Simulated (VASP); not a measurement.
# SiC (P6_3mc) in VASP: further runs

The runs below take SiC through single point, with PBE.

Program: VASP 6.6.1. These are calculated values, not measurements. Logs are shortened: lines on timing, memory, paths and dates and some standing lists are left out, and cuts for length are marked.

### 1 The cell of the first run

It takes space group P6_3mc (No. 186, hexagonal). The conventional cell has a = 3.076 Å, b = 3.076 Å, c = 5.098 Å, α = 90.00°, β = 90.00°, γ = 120.00°. Si (site symmetry 3m) has 4 C at 1.87 to 1.96 Å within 2.5 Å. C (site symmetry 3m) has 4 Si at 1.87 to 1.96 Å within 2.5 Å.

### 2 Single point, PBE (zz strain of +1 %)

Contents of INCAR:

```
ALGO = Normal
EDIFF = 1E-6
ENCUT = 520
GGA = PE
ISIF = 2
ISMEAR = -1
LASPH = T
LCHARG = F
LREAL = F
LWAVE = F
NBANDS = 16
NELM = 100
PREC = Accurate
SIGMA = 0.08
```

Contents of KPOINTS:

```
k-points
0
Gamma
  15 15 8
```

Contents of POSCAR:

```
SiC
1.0
    3.0759982064      0.0000000000      0.0000000000
   -1.5379991032      2.6638925888      0.0000000000
    0.0000000000      0.0000000000      5.0984800000
Si C
2 2
Direct
    0.3333333333      0.6666666667      0.0000000000
    0.6666666667      0.3333333333      0.5000000000
    0.3333333333      0.6666666667      0.3850000000
    0.6666666667      0.3333333333      0.8850000000
```

Potentials or basis: VASP PAW PBE potentials, release 64 (Si, C).

Run with:

```bash
$ cat potpaw_PBE.64/Si/POTCAR potpaw_PBE.64/C/POTCAR > POTCAR
$ mpirun -np 1 vasp_std > vasp.out
```

OUTCAR:

```text
EDIFF = 1E-6
   ENCUT = 520
   GGA = PE
   ISIF = 2
   ISMEAR = -1
   LASPH = T
   LREAL = F
   NELM = 100
   PREC = Accurate

 ion  position               nearest neighbor table
   1  0.333  0.667  0.000-   4 1.87   4 1.87   4 1.87   3 1.96   2 3.11   2 3.11   2 3.11   2 3.11
                             2 3.11   2 3.11
   2  0.667  0.333  0.500-   3 1.87   3 1.87   3 1.87   4 1.96   1 3.11   1 3.11   1 3.11   1 3.11
                             1 3.11   1 3.11
   3  0.333  0.667  0.385-   2 1.87   2 1.87   2 1.87   1 1.96
   4  0.667  0.333  0.885-   1 1.87   1 1.87   1 1.87   2 1.96

  LATTYP: Found a hexagonal cell.
 ALAT       =     3.0759982064
 C/A-ratio  =     1.6575042175

  Lattice vectors:

 A1 = (   3.0759982064,   0.0000000000,   0.0000000000)
 A2 = (  -1.5379991032,   2.6638925888,   0.0000000000)
 A3 = (   0.0000000000,   0.0000000000,   5.0984800000)

Analysis of symmetry for initial positions (statically):
=====================================================================
 Subroutine PRICEL returns:
 Original cell was already a primitive cell.

 Routine SETGRP: Setting up the symmetry group for a
 hexagonal supercell.

 Subroutine GETGRP returns: Found 12 space group operations
 (whereof  6 operations were pure point group operations)
 out of a pool of 24 trial point group operations.

The static configuration has the point symmetry C_3v.
 The point group associated with its full space group is C_6v.

Analysis of symmetry for dynamics (positions and initial velocities):
=====================================================================
 Subroutine PRICEL returns:
 Original cell was already a primitive cell.

 Routine SETGRP: Setting up the symmetry group for a
 hexagonal supercell.

 Subroutine GETGRP returns: Found 12 space group operations
 (whereof  6 operations were pure point group operations)
 out of a pool of 24 trial point group operations.

The dynamic configuration has the point symmetry C_3v.
 The point group associated with its full space group is C_6v.

 Subroutine INISYM returns: Found 12 space group operations
 (whereof  6 operations are pure point group operations),
 and found     1 'primitive' translations

----------------------------------------------------------------------------------------

                                     Primitive cell

  volume of cell :      41.7776

  direct lattice vectors                    reciprocal lattice vectors
     3.075998206  0.000000000  0.000000000     0.325097719  0.187695255  0.000000000
    -1.537999103  2.663892589  0.000000000     0.000000000  0.375390511  0.000000000
     0.000000000  0.000000000  5.098480000     0.000000000  0.000000000  0.196136888

  length of vectors
     3.075998206  3.075998206  5.098480000     0.375390511  0.375390511  0.196136888

  position of ions in fractional coordinates (direct lattice)
     0.333333333  0.666666667  0.000000000
     0.666666667  0.333333333  0.500000000
     0.333333333  0.666666667  0.385000000
     0.666666667  0.333333333  0.885000000

  ion indices of the primitive-cell ions
   primitive index   ion index
                 1           1
                 2           2
                 3           3
                 4           4

----------------------------------------------------------------------------------------

 KPOINTS: k-points

Automatic generation of k-mesh.
 Grid dimensions read from file:
 generate k-points for:   15   15    8

 Generating k-lattice:

  Cartesian coordinates                     Fractional coordinates (reciprocal lattice)
     0.021673181  0.012513017  0.000000000     0.066666667  0.000000000  0.000000000
     0.000000000  0.025026034  0.000000000     0.000000000  0.066666667  0.000000000
     0.000000000  0.000000000  0.024517111     0.000000000  0.000000000  0.125000000

  Length of vectors
     0.025026034  0.025026034  0.024517111

  Shift w.r.t. Gamma in fractional coordinates (k-lattice)
     0.000000000  0.000000000  0.000000000

 Subroutine IBZKPT returns following result:
 ===========================================

 Found    135 irreducible k-points:

 Following reciprocal coordinates:
            Coordinates               Weight
  0.000000  0.000000  0.000000      1.000000
  0.066667  0.000000  0.000000      6.000000
  0.133333  0.000000  0.000000      6.000000
  0.200000  0.000000  0.000000      6.000000
  0.266667  0.000000  0.000000      6.000000
  0.333333  0.000000  0.000000      6.000000
[... 16 lines left out ...]
  0.333333  0.200000  0.000000     12.000000
  0.400000  0.200000  0.000000      6.000000
 [... further k-points ...]
   k-points           NKPTS =    135   k-points in BZ     NKDIM =    135   number of bands    NBANDS=     16
   number of dos      NEDOS =    301   number of ions     NIONS =      4
   total plane-waves  NPLWV =  23040
   dimension x,y,z NGX =    24 NGY =   24 NGZ =   40
   dimension x,y,z NGXF=    48 NGYF=   48 NGZF=   80
   ions per type =               2   2
   NGX,Y,Z   is equivalent  to a cutoff of  12.97, 12.97, 13.04 a.u.
   NGXF,Y,Z  is equivalent  to a cutoff of  25.94, 25.94, 26.09 a.u.
 SYSTEM =  unknown system
   PREC   = accura    normal or accurate (medium, high low for compatibility)
   ISTART =      0    job   : 0-new  1-cont  2-samecut
   ICHARG =      2    charge: 1-file 2-atom 10-const
   ISPIN  =      1    spin polarized calculation?
   LNONCOLLINEAR =      F non collinear calculations
   LSORBIT =      F    spin-orbit coupling
   LASPH  =      T    aspherical Exc in radial PAW
   ENCUT  =  520.0 eV  38.22 Ry    6.18 a.u.   5.72  5.72  9.48*2*pi/ulx,y,z
   NELM   =    100;   NELMIN=  2; NELMDL= -5     # of ELM steps
   EDIFF  = 0.1E-05   stopping-criterion for ELM
   LREAL  =      F    real-space projection
   EDIFFG = 0.1E-04   stopping-criterion for IOM
   NSW    =      0    number of steps for IOM
   IBRION =     -1    ionic relax: 0-MD 1-quasi-New 2-CG
   NFREE  =      0    steps in history (QN), initial steepest desc. (CG)
   ISIF   =      2    stress and relaxation
   ISYM   =      2    0-nonsym 1-usesym 2-fastsym
   POTIM  = 0.5000    time-step for ionic-motion
   TEBEG  =    0.0;   TEEND  =   0.0 temperature during run
   PSTRESS=    0.0 pullay stress
   NELECT =      16.0000    total number of electrons
   NUPDOWN=      -1.0000    fix difference up-down
   EMIN   =  10.00;   EMAX   =-10.00  energy-range for DOS
   EFERMI =   0.00;   METHOD = LEGACY
   ISMEAR =    -1;   SIGMA  =   0.08  broadening in eV -4-tet -1-fermi 0-gaus
   EFERMI_NEDOS =   21; number of points for ismear=-14 and -15
   IALGO  =     38    algorithm
   IMIX   =      4    mixing-type and parameters
     AMIX     =   0.40;   BMIX     =  1.00
     AMIX_MAG =   1.60;   BMIX_MAG =  1.00
  volume/ion in A,a.u.               =      10.44        70.48
  Fermi-wavevector in a.u.,A,eV,Ry     =   1.188868  2.246635 19.230573  1.413407
  Thomas-Fermi vector in A             =   2.324988
   LORBIT       =      0    0 simple, 1 ext, 2 COOP (PROOUT), +10 PAW based schemes
   GGA     = PE    functional components
   LHFCALC =     F    Hartree Fock is set to
   AEXX    =    0.0000 exact exchange contribution
   IVDW    =     0    specifies the selected vdW correction
   LEPSILON=     F    determine dielectric tensor
   LRPA    =     F    only Hartree local field effects (RPA)
 non-spin polarized calculation
  energy-cutoff  :      520.00
  volume of cell :       41.78
 maximum number of plane-waves:      1146
 NGX is ok and might be reduce to    24
   NGX = 11   NGY = 11   NGZ = 19

 number of electron      16.0000000 magnetization

 Free energy of the ion-electron system (eV)
  ---------------------------------------------------
  ext. energy  EPLUGINS =         0.00000000
  ---------------------------------------------------
  free energy    TOTEN  =       -30.06195361 eV

  energy without entropy =      -30.06195361  energy(sigma->0) =      -30.06195361

 E-fermi :   9.4661     XC(G=0): -11.3054

 val. band max:        8.2543806689   @ k =   0.0000   0.0000   0.0000
 cond. band min:      10.6138072762   @ k =   0.3333   0.3333   0.0000
 fundamental gap:      2.3594266073
 Fermi energy:         9.4660544625

 k-point     1 :       0.0000    0.0000    0.0000
  band No.  band energies     occupation
      1      -7.3511      2.00000
      2      -3.9700      2.00000
      3      -0.3481      2.00000
      4       6.8008      2.00000
      5       6.8008      2.00000
      6       8.0267      2.00000
[... 8 lines left out ...]
     15      16.9517      0.00000
     16      19.5228      0.00000

 k-point     2 :       0.0667    0.0000    0.0000
  band No.  band energies     occupation
      1      -7.2738      2.00000
      2      -3.9029      2.00000
      3      -0.2761      2.00000
      4       6.3530      2.00000
      5       6.6647      2.00000
      6       7.7286      2.00000
[... 8 lines left out ...]
     15      17.1576      0.00000
     16      18.8744      0.00000

 k-point     3 :       0.1333    0.0000    0.0000
  band No.  band energies     occupation
      1      -7.0432      2.00000
      2      -3.7050      2.00000
      3      -0.0637      2.00000
      4       5.2861      2.00000
      5       6.3282      2.00000
      6       6.9495      2.00000
[... 8 lines left out ...]
     15      17.6809      0.00000
     16      17.9036      0.00000

 k-point     4 :       0.2000    0.0000    0.0000
  band No.  band energies     occupation
      1      -6.6634      2.00000
      2      -3.3877      2.00000
      3       0.2749      2.00000
      4       3.9915      2.00000
      5       5.9091      2.00000
      6       5.9159      2.00000
[... 8 lines left out ...]
     15      17.6665      0.00000
     16      18.2904      0.00000
[... 324 lines left out ...]
 k-point    22 :       0.2667    0.2000    0.0000
  band No.  band energies     occupation
      1      -4.6831      2.00000
      2      -2.1992      2.00000
      3       0.9026      2.00000
      4       2.4046      2.00000
      5       2.7197      2.00000
      6       3.6541      2.00000
[... 8 lines left out ...]
     15      18.4726      0.00000
     16      19.7639      0.00000

 k-point    23 :       0.3333    0.2000    0.0000
  band No.  band energies     occupation
      1      -3.9839      2.00000
      2      -2.2728      2.00000
      3       0.7561      2.00000
      4       2.0882      2.00000
      5       2.8479      2.00000
      6       3.2799      2.00000
[... 8 lines left out ...]
     15      19.0040      0.00000
     16      19.7498      0.00000

 k-point    24 :       0.4000    0.2000    0.0000
  band No.  band energies     occupation
      1      -3.5684      2.00000
      2      -2.4988      2.00000
      3       0.7917      2.00000
      4       1.9580      2.00000
      5       2.5605      2.00000
      6       3.5909      2.00000
[... 8 lines left out ...]
     15      19.1109      0.00000
     16      20.1633      0.00000

 [... further k-points ...]

------------------------ aborting loop because EDIFF is reached ----------------------------------------

  FORCE on cell =-STRESS in cart. coord.  units (eV):
  Direction    XX          YY          ZZ          XY          YZ          ZX
  --------------------------------------------------------------------------------------
  -------------------------------------------------------------------------------------
  Total        1.2589421      1.2589421     -1.1950401      0.0000000      0.0000000      0.0000000
  in kB       48.2806208     48.2806208    -45.8299670      0.0000000      0.0000000      0.0000000
  external PRESSURE =      16.9104249 kB  Pullay stress =       0.0000000 kB

 VOLUME and BASIS-vectors are now :
 -----------------------------------------------------------------------------
  energy-cutoff  :      520.00
  volume of cell :       41.78
      direct lattice vectors                 reciprocal lattice vectors
     3.075998206  0.000000000  0.000000000     0.325097719  0.187695255  0.000000000
    -1.537999103  2.663892589  0.000000000     0.000000000  0.375390511  0.000000000
     0.000000000  0.000000000  5.098480000     0.000000000  0.000000000  0.196136888

 POSITION                                       TOTAL-FORCE (eV/Angst)
 -----------------------------------------------------------------------------------
     -0.00000      1.77593      0.00000         0.000000     -0.000000      0.801911
      1.53800      0.88796      2.54924        -0.000000      0.000000      0.801911
     -0.00000      1.77593      1.96291        -0.000000     -0.000000     -0.801911
      1.53800      0.88796      4.51215        -0.000000      0.000000     -0.801911
 -----------------------------------------------------------------------------------
    total drift:                               -0.000000      0.000000     -0.000147

  FREE ENERGIE OF THE ION-ELECTRON SYSTEM (eV)
  ---------------------------------------------------
  free  energy   TOTEN  =       -30.0619536116 eV

  energy  without entropy=      -30.0619536060  energy(sigma->0) =      -30.06195361
```

Wall time 40 s (1 thread of Intel Xeon Platinum 8488C (Sapphire Rapids), shared host); peak memory 0.2 GiB.

What came out:

| Item | Value |
| --- | --- |
| Free energy | -30.0620 eV |
| Pressure | 1.7 GPa |
| Largest force | 0.802 eV/Å |
| Band gap on the k mesh | 2.36 eV, indirect (least direct gap 4.16 eV) |

Forces on the atoms (eV/Å):
```
Si   0.000  0.000  0.802
Si   0.000  0.000  0.802
C    0.000  0.000 -0.802
C    0.000  0.000 -0.802
```

Stress tensor (GPa, compression positive):
```
 4.83  0.00  0.00
 0.00  4.83  0.00
 0.00  0.00 -4.58
```

Levels at points of the mesh, in eV from the valence-band top:
| k point | band 6 | band 7 | band 8 | band 9 | band 10 | band 11 |
| --- | --- | --- | --- | --- | --- | --- |
| (0.00, 0.00, 0.00) | -0.23 | -0.23 | 0.00 | 4.74 | 5.79 | 6.57 |
| (0.00, 0.00, 0.50) | -0.89 | -0.89 | -0.89 | 5.78 | 5.78 | 7.23 |

Caveat: the cell differs from its parent crystal (zz strain of +1 %). A k mesh can miss the band edges.

(Part 1 of 4 ends here.)
